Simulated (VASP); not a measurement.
Write the native input for VASP 6.6.1 that does the following.

| Quantity | Value |
| --- | --- |
| Task | single point |
| Functional | PBE |
| Potentials or basis | VASP PAW PBE potentials, release 64 (W_sv, C) |
| Cutoff | 520 eV |
| k mesh | 18 × 18 × 14 |
| Occupations | gaussian, width 0.1 eV |
| Spin | no spin polarisation |
| Dipole correction | no |
| Further INCAR settings | ALGO = Normal; EDIFF = 1e-06; NBANDS = 16 |

The structure of WC lies in POSCAR:

```
WC
1.0
    2.8571161439      0.0000000000      0.0000000000
   -1.4285580720      2.4743351622      0.0000000000
    0.0000000000      0.0000000000      2.7985464755
W C
1 1
Direct
    0.0000000000      0.0000000000      0.0000000000
    0.6666666667      0.3333333333      0.5000000000
```

This cell differs from its parent crystal: volume scaled by 0.94, then relaxed in part.

These files were run (other wordings do the same):

INCAR

```
SYSTEM = WC
PREC = Accurate ; ENCUT = 520
EDIFF = 1E-6 ; ISMEAR = 0
SIGMA = 0.1 ; LREAL = .FALSE.
LASPH = .TRUE. ; NELM = 80
ALGO = Normal ; ISIF = 2
LWAVE = .FALSE. ; LCHARG = .TRUE.
GGA = PE ; LELF = .TRUE.
LVHAR = .TRUE. ; NBANDS = 16
```

KPOINTS

```
regular mesh
0
G
  18 18 14
  0 0 0
```

Potentials or basis: VASP PAW PBE potentials, release 64 (W_sv, C).

Command:

```sh
$ cat potpaw_PBE.64/W_sv/POTCAR potpaw_PBE.64/C/POTCAR > POTCAR
$ mpirun -np 1 vasp_std > vasp.out
```

It gave:

| Quantity | Value |
| --- | --- |
| Pressure | 28.4 GPa |
| Band gap on the k mesh | zero (band 9 reaches 12.41 eV, above the bottom of band 10 at 11.13 eV) |

Caveat: spin-orbit coupling is left out, which moves the levels of the heavy elements.

Run time: 24 s on 1 thread of Intel(R) Xeon(R) 6975P-C (Granite Rapids), on a shared host, peak memory 0.21 GiB.
